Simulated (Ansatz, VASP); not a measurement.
## PbS: VASP beside Ansatz

File INCAR:

```
SYSTEM = PbS
ALGO = Normal ; EDIFF = 1E-8
ENCUT = 520 ; GGA = PE
ISIF = 2 ; ISMEAR = -1
LASPH = .True. ; LCHARG = .False.
LEFG = .True. ; LREAL = .False.
LWAVE = .False. ; NBANDS = 17
NELM = 100 ; PREC = Accurate
SIGMA = 0.01
```

Contents of KPOINTS:

```
k-points
0
Gamma
  8 8 8
  0 0 0
```

POSCAR

```
PbS
1.0
    0.0000000000      2.9044728123      2.9044728123
    2.9044728123      0.0000000000      2.9044728123
    2.9044728123      2.9044728123      0.0000000000
Pb S
1 1
Direct
    0.0000000000      0.0000000000      0.0000000000
    0.5000000000      0.5000000000      0.5000000000
```

Input for Ansatz:

```yaml
crystal:
  lattice:
    - [0.0, 2.9044728123, 2.9044728123]
    - [2.9044728123, 0.0, 2.9044728123]
    - [2.9044728123, 2.9044728123, 0.0]
  atoms:
    - { symbol: Pb, position: [0.0, 0.0, 0.0] }
    - { symbol: S, position: [0.5, 0.5, 0.5] }
kpoints:
  mp_grid: { grid: [8, 8, 8] }
scf:
  occupations: { method: fermi_dirac, width: 0.01 }
hamiltonian:
  xc: pbe
  pseudopotentials: { kind: all_electron, datasets: crystal }
output:
  forces: true
  stress: true
  eigenvalues: true
  efg: { contact_densities: true }
```

Change from the starting cell: volume scaled by 0.94, crystal datasets.

Alike in both runs: task electric field gradients; functional PBE; k mesh 8 × 8 × 8; occupations fermi-dirac, width 0.01 eV; no spin polarisation.

|  | VASP | Ansatz |
| --- | --- | --- |
| version | VASP 6.6.1 | Ansatz 0.2.0 |
| potentials or method | VASP PAW PBE potentials, release 64 (Pb_d, S), cutoff 520 eV | all-electron PAW with datasets made for the crystal, scalar-relativistic |

|  | VASP | Ansatz | Ansatz less VASP |
| --- | --- | --- | --- |
| pressure (GPa) | 6.6 | 6.7 | +0.09 |

Ansatz ran all-electron here, and VASP with PAW potentials.

Neither program's run includes spin-orbit coupling.
